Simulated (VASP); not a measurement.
A run of VASP 6.6.1 is set up as follows.

The input POSCAR:

```
HfB2
1.0
    3.1400000000      0.0000000000      0.0000000000
   -1.5700000000      2.7193197679      0.0000000000
    0.0000000000      0.0000000000      3.4800000000
Hf B
1 2
Direct
    0.0000000000      0.0000000000      0.0000000000
    0.6666666667      0.3333333333      0.5000000000
    0.3333333333      0.6666666667      0.5000000000
```

File INCAR.step1:

```
SYSTEM = HfB2
ALGO = Normal
EDIFF = 1E-5
ENCUT = 520
GGA = PE
ISIF = 2
ISMEAR = -1
LASPH = .TRUE.
LCHARG = .FALSE.
LREAL = .FALSE.
LWAVE = .TRUE.
NBANDS = 15
NELM = 100
PREC = Accurate
SIGMA = 0.05
```

Contents of INCAR.step2:

```
SYSTEM = HfB2
AEXX = 0.25
ALGO = Normal
EDIFF = 1E-7
ENCUT = 520
GGA = PE
ISIF = 2
ISMEAR = -1
ISTART = 1
LASPH = .TRUE.
LCHARG = .FALSE.
LHFCALC = .TRUE.
LREAL = .FALSE.
LWAVE = .FALSE.
NBANDS = 15
NELM = 100
PREC = Accurate
PRECFOCK = Normal
SIGMA = 0.05
```

KPOINTS

```
k-points
0
G
  6 6 5
  0 0 0
```

Potentials or basis: VASP PAW PBE potentials, release 64 (Hf_pv, B).

Launch:

```console
$ cat potpaw_PBE.64/Hf_pv/POTCAR potpaw_PBE.64/B/POTCAR > POTCAR
$ cp INCAR.step1 INCAR
$ mpirun -np 1 vasp_std > vasp.out
$ cp INCAR.step2 INCAR
$ mpirun -np 1 vasp_std > vasp.out
```

Question: Predict the pressure.

Answer: -3.2 GPa.

Question: Estimate the band gap on the k mesh.

Answer: Zero (bands 8 and 9 overlap by 1.12 eV).

Stress tensor (GPa, compression positive):
```
-2.42  0.00  0.00
 0.00 -2.42  0.00
 0.00  0.00 -4.85
```

Caveat: the k points lie up to 0.39 Å⁻¹ apart, too coarse for converged energies and pressures of a metal; the PAW data sets were made with another functional, which shifts forces and pressure a little; spin-orbit coupling is left out, which moves the levels of the heavy elements.
